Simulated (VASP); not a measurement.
Crystal: SrAl2Te3.

```xyz
6
Lattice="7.4032 0.0000 0.0000 -3.7016 6.4114 0.0000 0.0000 0.0000 3.8721" Properties=species:S:1:pos:R:3 pbc="T T T"
Sr    0.0000    0.0000    0.0000
Al    0.0000    4.2742    0.0000
Al    3.7016    2.1371    0.0000
Te    3.7016    0.0000    1.9361
Te    1.8508    3.2057    1.9361
Te   -1.8508    3.2057    1.9361
```

| Quantity | Value |
| --- | --- |
| Program | VASP 6.6.1 |
| Task | relaxation of cell and atoms |
| Functional | PBE |
| Potentials or basis | VASP PAW PBE potentials, release 64 (Sr_sv, Al, Te) |
| Cutoff | 600 eV |
| k mesh | 6 × 6 × 10 |
| Occupations | gaussian, width 0.1 eV |
| Spin | no spin polarisation |

At the start: pressure 0.1 GPa; volume 30.63 Å³/atom.

How do energy, volume and symmetry change on relaxing?

Over 4 steps the energy falls by 7.1 meV/atom and the volume is 30.93 Å³/atom (+1.0 %); space group P6/mmm (No. 191, to 0.1 Å) before and after.

Step by step:
```tsv
step	energy change (eV)	largest force (eV/Å)	pressure (GPa)	volume (Å³)
1	0.0000	0.0000	0.09	183.79
2	-0.0416	0.0000	0.28	184.17
3	-0.0416	0.0000	0.28	184.17
4	-0.0427	0.0000	-0.03	185.60
```

Final structure:
```
Sr Al Te
1.0
     7.50657    0.00000    0.00000
    -3.75328    6.50088    0.00000
     0.00000    0.00000    3.80332
Sr Al Te
1 2 3
Cartesian
  -3.7533 6.5009 3.8033
  0.0000 4.3339 0.0000
  3.7533 2.1670 3.8033
  0.0000 6.5009 1.9017
  1.8766 3.2504 1.9017
  -1.8766 3.2504 1.9017
```
